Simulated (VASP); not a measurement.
# Ga2H3 (Pm-3m) in VASP: notebook, part 2 of 2

VASP 6.6.1.

## (4) Relaxation of cell and atoms, PBE

INCAR

```
ALGO = Normal
EDIFF = 1E-6
EDIFFG = -0.04
ENCUT = 600
GGA = PE
IBRION = 2
ISIF = 3
ISMEAR = 0
LASPH = T
LCHARG = F
LREAL = F
LWAVE = F
NELM = 60
NSW = 90
PREC = Accurate
SIGMA = 0.1
```

KPOINTS

```
k-points
0
Gamma
  6 6 6
```

POSCAR

```
Ga2H3
1.0
    3.6614830600      0.0000000000      0.0000000000
    0.0000000000      3.6614830600      0.0000000000
    0.0000000000      0.0000000000      3.6614830600
Ga H
2 3
Direct
    0.5000000000      0.5000000000      0.5000000000
    0.0000000000      0.0000000000      0.0000000000
    0.0000000000      0.5000000000      0.5000000000
    0.5000000000      0.0000000000      0.5000000000
    0.5000000000      0.5000000000      0.0000000000
```

Potentials or basis: VASP PAW PBE potentials, release 64 (Ga_d, H).

The run is started by

```
cat potpaw_PBE.64/Ga_d/POTCAR potpaw_PBE.64/H/POTCAR > POTCAR
mpirun -np 1 vasp_std > vasp.out
```

OUTCAR:

```text
EDIFF = 1E-6
   EDIFFG = -0.04
   ENCUT = 600
   GGA = PE
   IBRION = 2
   ISIF = 3
   ISMEAR = 0
   LASPH = T
   LREAL = F
   NELM = 60
   NSW = 90
   PREC = Accurate

 ion  position               nearest neighbor table
   1  0.500  0.500  0.500-   3 1.83   4 1.83   5 1.83   5 1.83   4 1.83   3 1.83
   2  0.000  0.000  0.000-
   3  0.000  0.500  0.500-   1 1.83   1 1.83
   4  0.500  0.000  0.500-   1 1.83   1 1.83
   5  0.500  0.500  0.000-   1 1.83   1 1.83

  LATTYP: Found a simple cubic cell.
 ALAT       =     3.6614830600

  Lattice vectors:

 A1 = (   3.6614830600,   0.0000000000,   0.0000000000)
 A2 = (   0.0000000000,   3.6614830600,   0.0000000000)
 A3 = (   0.0000000000,   0.0000000000,   3.6614830600)

Analysis of symmetry for initial positions (statically):
=====================================================================
 Subroutine PRICEL returns:
 Original cell was already a primitive cell.

 Routine SETGRP: Setting up the symmetry group for a
 simple cubic supercell.

 Subroutine GETGRP returns: Found 48 space group operations
 (whereof 48 operations were pure point group operations)
 out of a pool of 48 trial point group operations.

The static configuration has the point symmetry O_h .

Analysis of symmetry for dynamics (positions and initial velocities):
=====================================================================
 Subroutine PRICEL returns:
 Original cell was already a primitive cell.

 Routine SETGRP: Setting up the symmetry group for a
 simple cubic supercell.

 Subroutine GETGRP returns: Found 48 space group operations
 (whereof 48 operations were pure point group operations)
 out of a pool of 48 trial point group operations.

The dynamic configuration has the point symmetry O_h .

 Subroutine INISYM returns: Found 48 space group operations
 (whereof 48 operations are pure point group operations),
 and found     1 'primitive' translations

----------------------------------------------------------------------------------------

                                     Primitive cell

  volume of cell :      49.0875

  direct lattice vectors                    reciprocal lattice vectors
[... 95 lines left out ...]
   ISYM   =      2    0-nonsym 1-usesym 2-fastsym
   POTIM  = 0.5000    time-step for ionic-motion
   TEBEG  =    0.0;   TEEND  =   0.0 temperature during run
   PSTRESS=    0.0 pullay stress
   NELECT =      29.0000    total number of electrons
   NUPDOWN=      -1.0000    fix difference up-down
   EMIN   =  10.00;   EMAX   =-10.00  energy-range for DOS
   EFERMI =   0.00;   METHOD = LEGACY
   ISMEAR =     0;   SIGMA  =   0.10  broadening in eV -4-tet -1-fermi 0-gaus
   EFERMI_NEDOS =   21; number of points for ismear=-14 and -15
   IALGO  =     38    algorithm
   IMIX   =      4    mixing-type and parameters
     AMIX     =   0.40;   BMIX     =  1.00
     AMIX_MAG =   1.60;   BMIX_MAG =  1.00
  volume/ion in A,a.u.               =       9.82        66.25
  Fermi-wavevector in a.u.,A,eV,Ry     =   1.373674  2.595868 25.673940  1.886981
  Thomas-Fermi vector in A             =   2.499170
   LORBIT       =      0    0 simple, 1 ext, 2 COOP (PROOUT), +10 PAW based schemes
   GGA     = PE    functional components
   LHFCALC =     F    Hartree Fock is set to
   AEXX    =    0.0000 exact exchange contribution
   IVDW    =     0    specifies the selected vdW correction
   LEPSILON=     F    determine dielectric tensor
   LRPA    =     F    only Hartree local field effects (RPA)
 conjugate gradient relaxation of ions
 non-spin polarized calculation
 Gauss-broadening in eV      SIGMA  =   0.10
  energy-cutoff  :      600.00
  volume of cell :       49.09
 maximum number of plane-waves:      1662
 NGX is ok and might be reduce to    30
   NGX = 15   NGY = 15   NGZ = 15

--------------------------------------- Ionic step        1  -------------------------------------------

 number of electron      28.9999978 magnetization

 Free energy of the ion-electron system (eV)
  ---------------------------------------------------
  ext. energy  EPLUGINS =         0.00000000
  ---------------------------------------------------
  free energy    TOTEN  =       -13.95380727 eV

  energy without entropy =      -13.94960144  energy(sigma->0) =      -13.95170435

 E-fermi :   4.7638     XC(G=0): -10.6212

 val. band max:        4.5475994365   @ k =   0.5000   0.3333   0.3333
 cond. band min:       4.7668060927   @ k =   0.5000   0.5000   0.1667
 fundamental gap:      0.2192066562
 Fermi energy:         4.7637502355

 k-point     1 :       0.0000    0.0000    0.0000
  band No.  band energies     occupation
      1     -10.5281      2.00000
      2     -10.5281      2.00000
      3     -10.4256      2.00000
      4     -10.4256      2.00000
      5     -10.4256      2.00000
      6     -10.3206      2.00000
[... 486 lines left out ...]
--------------------------------------- Ionic step        3  -------------------------------------------

 number of electron      29.0000034 magnetization

 Free energy of the ion-electron system (eV)
  ---------------------------------------------------
  ext. energy  EPLUGINS =         0.00000000
  ---------------------------------------------------
  free energy    TOTEN  =       -14.10787313 eV

  energy without entropy =      -14.10591821  energy(sigma->0) =      -14.10689567

 E-fermi :   3.8538     XC(G=0): -10.0364

 val. band max:        3.7456128210   @ k =   0.5000   0.3333   0.3333
 cond. band min:       3.9626204784   @ k =   0.5000   0.5000   0.3333
 fundamental gap:      0.2170076573
 Fermi energy:         3.8538299810

 k-point     1 :       0.0000    0.0000    0.0000
  band No.  band energies     occupation
      1     -11.5390      2.00000
      2     -11.5390      2.00000
      3     -11.4999      2.00000
      4     -11.4999      2.00000
      5     -11.4999      2.00000
      6     -11.2133      2.00000
[... 441 lines left out ...]
  FREE ENERGIE OF THE ION-ELECTRON SYSTEM (eV)
  ---------------------------------------------------
  free  energy   TOTEN  =       -14.1078731255 eV

  energy  without entropy=      -14.1059182133  energy(sigma->0) =      -14.10689567

 reached required accuracy - stopping structural energy minimisation
```

CONTCAR:

```text
Ga2H3
   1.00000000000000
     3.8193449704521640    0.0000000000000000   -0.0000000000000000
    -0.0000000000000000    3.8193449704521640    0.0000000000000000
    -0.0000000000000000   -0.0000000000000000    3.8193449704521640
  Ga              H
     2     3
Direct
     0.5000000000000000    0.5000000000000000    0.5000000000000000
     0.0000000000000000    0.0000000000000000    0.0000000000000000
     0.0000000000000000    0.5000000000000000    0.5000000000000000
     0.5000000000000000    0.0000000000000000    0.5000000000000000
     0.5000000000000000    0.5000000000000000    0.0000000000000000

  0.00000000E+00  0.00000000E+00  0.00000000E+00
  0.00000000E+00  0.00000000E+00  0.00000000E+00
  0.00000000E+00  0.00000000E+00  0.00000000E+00
  0.00000000E+00  0.00000000E+00  0.00000000E+00
  0.00000000E+00  0.00000000E+00  0.00000000E+00
```

Wall time 44 s (1 thread of Intel Xeon Platinum 8259CL at 2.50GHz (Skylake/Cascade Lake), shared host); peak memory 0.18 GiB.

Results:

| Item | Value |
| --- | --- |
| Free energy | -14.1079 eV |
| Relaxed volume | 11.14 Å³/atom |
| Relaxed cell | a = 3.819 Å, b = 3.819 Å, c = 3.819 Å, α = 90.00°, β = 90.00°, γ = 90.00° |
| Space group after relaxing (to 0.05 Å) | Pm-3m (No. 221) |
| Energy gained by relaxing | 30.8 meV/atom |
| Ionic steps | 3 |
| Pressure after relaxing | 0.1 GPa |

The path:
```csv
step,energy change (eV),largest force (eV/Å),pressure (GPa),volume (Å³)
1,0.0000,0.0000,8.15,49.09
2,-0.1255,0.0000,3.35,52.72
3,-0.1541,0.0000,0.12,55.71
```

Final structure:
```
Ga H
1.0
     3.81934    0.00000    0.00000
     0.00000    3.81934    0.00000
     0.00000    0.00000    3.81934
Ga H
2 3
Direct
  0.50000 0.50000 0.50000
  0.00000 0.00000 0.00000
  0.00000 0.50000 0.50000
  0.50000 0.00000 0.50000
  0.50000 0.50000 0.00000
```

Caveat: the bands computed are all filled at some k points, so no gap is given.

## (5) Single point, PBE

This run uses another cell than the first one, of 11.04 Å³/atom, 1.124 times its volume.

INCAR

```
SYSTEM = Ga2H3
ALGO = Normal
EDIFF = 1E-7
ENCUT = 520
GGA = PE
ISIF = 2
ISMEAR = 0
LASPH = .TRUE.
LCHARG = .FALSE.
LREAL = .FALSE.
LWAVE = .FALSE.
NBANDS = 22
NELM = 100
PREC = Accurate
SIGMA = 0.1
```

KPOINTS

```
k-points
0
G
  10 10 10
  0 0 0
```

POSCAR, as its differences from that of step 4:

```diff
@@ -2,5 +2,5 @@
 1.0
-    3.6614830600      0.0000000000      0.0000000000
-    0.0000000000      3.6614830600      0.0000000000
-    0.0000000000      0.0000000000      3.6614830600
+    3.8072638164      0.0000000000      0.0000000000
+    0.0000000000      3.8072638164      0.0000000000
+    0.0000000000      0.0000000000      3.8072638164
 Ga H
```

Potentials or basis: VASP PAW PBE potentials, release 64 (Ga_d, H).

The run is started by

```
cat potpaw_PBE.64/Ga_d/POTCAR potpaw_PBE.64/H/POTCAR > POTCAR
mpirun -np 1 vasp_std > vasp.out
```

OUTCAR:

```text
SYSTEM = Ga2H3
   EDIFF = 1E-7
   ENCUT = 520
   GGA = PE
   ISIF = 2
   ISMEAR = 0
   LASPH = .TRUE.
   LREAL = .FALSE.
   NELM = 100
   PREC = Accurate

 ion  position               nearest neighbor table
   1  0.500  0.500  0.500-   3 1.90   4 1.90   5 1.90   5 1.90   4 1.90   3 1.90
   2  0.000  0.000  0.000-
   3  0.000  0.500  0.500-   1 1.90   1 1.90
   4  0.500  0.000  0.500-   1 1.90   1 1.90
   5  0.500  0.500  0.000-   1 1.90   1 1.90

  LATTYP: Found a simple cubic cell.
 ALAT       =     3.8072638164

  Lattice vectors:

 A1 = (   3.8072638164,   0.0000000000,   0.0000000000)
 A2 = (   0.0000000000,   3.8072638164,   0.0000000000)
 A3 = (   0.0000000000,   0.0000000000,   3.8072638164)

Analysis of symmetry for initial positions (statically):
=====================================================================
 Subroutine PRICEL returns:
 Original cell was already a primitive cell.

[... 168 lines left out ...]
  ---------------------------------------------------
  ext. energy  EPLUGINS =         0.00000000
  ---------------------------------------------------
  free energy    TOTEN  =       -14.05887798 eV

  energy without entropy =      -14.05166337  energy(sigma->0) =      -14.05527068

 E-fermi :   4.1502     XC(G=0): -10.0865

 val. band max:        4.1196411135   @ k =   0.5000   0.3000   0.1000
 cond. band min:       4.1927201568   @ k =   0.4000   0.4000   0.3000
 fundamental gap:      0.0730790433
 Fermi energy:         4.1501741322

 k-point     1 :       0.0000    0.0000    0.0000
  band No.  band energies     occupation
      1     -11.4056      2.00000
      2     -11.4056      2.00000
      3     -11.3498      2.00000
      4     -11.3498      2.00000
      5     -11.3498      2.00000
      6     -11.2406      2.00000
[... 589 lines left out ...]
     21      12.4692      0.00000
     22      13.1139      0.00000

 [... further k-points ...]
[... 5 lines left out ...]
  --------------------------------------------------------------------------------------
  -------------------------------------------------------------------------------------
  Total        0.0023461      0.0023461      0.0023461     -0.0000000      0.0000000     -0.0000000
  in kB        0.0681105      0.0681105      0.0681105     -0.0000000      0.0000000     -0.0000000
  external PRESSURE =       0.0681105 kB  Pullay stress =       0.0000000 kB

 VOLUME and BASIS-vectors are now :
 -----------------------------------------------------------------------------
  energy-cutoff  :      520.00
  volume of cell :       55.19
      direct lattice vectors                 reciprocal lattice vectors
     3.807263816  0.000000000  0.000000000     0.262655820  0.000000000  0.000000000
     0.000000000  3.807263816  0.000000000     0.000000000  0.262655820  0.000000000
     0.000000000  0.000000000  3.807263816     0.000000000  0.000000000  0.262655820

 POSITION                                       TOTAL-FORCE (eV/Angst)
 -----------------------------------------------------------------------------------
      1.90363      1.90363      1.90363         0.000000      0.000000      0.000000
      0.00000      0.00000      0.00000         0.000000      0.000000      0.000000
      0.00000      1.90363      1.90363         0.000000      0.000000      0.000000
      1.90363      0.00000      1.90363         0.000000      0.000000      0.000000
      1.90363      1.90363      0.00000         0.000000      0.000000      0.000000
 -----------------------------------------------------------------------------------
    total drift:                                0.000000      0.000000      0.000000

  FREE ENERGIE OF THE ION-ELECTRON SYSTEM (eV)
  ---------------------------------------------------
  free  energy   TOTEN  =       -14.0588779833 eV

  energy  without entropy=      -14.0516633747  energy(sigma->0) =      -14.05527068
```

OSZICAR:

```text
N       E                     dE             d eps       ncg     rms          rms(c)
DAV:   1     0.155571986331E+03    0.15557E+03   -0.14219E+04  2594   0.213E+03
DAV:   2     0.159551278412E+01   -0.15398E+03   -0.14810E+03  2542   0.409E+02
DAV:   3    -0.144330878569E+02   -0.16029E+02   -0.15852E+02  2938   0.105E+02
DAV:   4    -0.147654882814E+02   -0.33240E+00   -0.33200E+00  2814   0.162E+01
DAV:   5    -0.147706295180E+02   -0.51412E-02   -0.51407E-02  2928   0.209E+00    0.413E+00
DAV:   6    -0.141811623827E+02    0.58947E+00   -0.43174E-01  3216   0.815E+00    0.187E+00
DAV:   7    -0.140547923190E+02    0.12637E+00   -0.40735E-01  3574   0.636E+00    0.328E-01
DAV:   8    -0.140579340952E+02   -0.31418E-02   -0.41685E-02  2726   0.219E+00    0.215E-01
DAV:   9    -0.140589516224E+02   -0.10175E-02   -0.29779E-03  3104   0.106E+00    0.626E-02
DAV:  10    -0.140588877611E+02    0.63861E-04   -0.34659E-04  3304   0.424E-01    0.197E-02
DAV:  11    -0.140588780233E+02    0.97378E-05   -0.65250E-05  3424   0.114E-01    0.573E-03
DAV:  12    -0.140588779968E+02    0.26498E-07   -0.11361E-05  2748   0.385E-02    0.179E-03
DAV:  13    -0.140588780678E+02   -0.71082E-07   -0.18697E-06  2896   0.310E-02    0.144E-03
DAV:  14    -0.140588779833E+02    0.84585E-07   -0.38151E-07  2698   0.131E-02
   1 F= -.14058878E+02 E0= -.14055271E+02  d E =-.721461E-02
```

It took 45 s on 1 thread of Intel Xeon Platinum 8259CL at 2.50GHz (Skylake/Cascade Lake), shared host; peak memory 0.19 GiB.

What came out:

- Free energy: -14.0589 eV
- Pressure: 0.0 GPa

Levels at points of the mesh, in eV from the Fermi level:
```csv
k point,band 11,band 12,band 13,band 14,band 15,band 16,band 17,band 18
"(0.00, 0.00, 0.00)",-11.58,-2.95,-2.27,-2.27,-0.06,-0.06,-0.06,7.24
"(0.50, 0.00, 0.00)",-9.56,-8.38,-1.90,-1.82,2.19,2.27,2.27,2.86
"(0.50, 0.50, 0.00)",-7.56,-6.48,-6.48,-5.48,1.92,2.81,2.81,3.39
"(0.50, 0.50, 0.50)",-5.45,-5.45,-5.45,-4.79,-4.22,-0.89,-0.89,-0.89
```

## (6) Summary

```csv
task,cell,k mesh,cutoff (eV),gap on the mesh (eV),pressure (GPa)
single point,"a = 3.661 Å, 5 atoms",6 × 6 × 6,520,none,8.1
single point,"a = 3.824 Å, 5 atoms",6 × 6 × 6,520,none,-0.2
relaxation of cell and atoms,"relaxed from a = 3.661 Å, 5 atoms",6 × 6 × 6,600,-,0.1
single point,"a = 3.807 Å, 5 atoms",10 × 10 × 10,520,none,0.0
```

Alike in all rows: level PBE; potentials or basis VASP PAW PBE potentials, release 64 (Ga_d, H); no spin polarisation; smearing gaussian 0.1 eV.

Caveats: the bands computed are all filled at some k points, so no gap is given (some runs).

Total energies depend on the potentials used, so only differences within one code and one set of settings carry meaning.
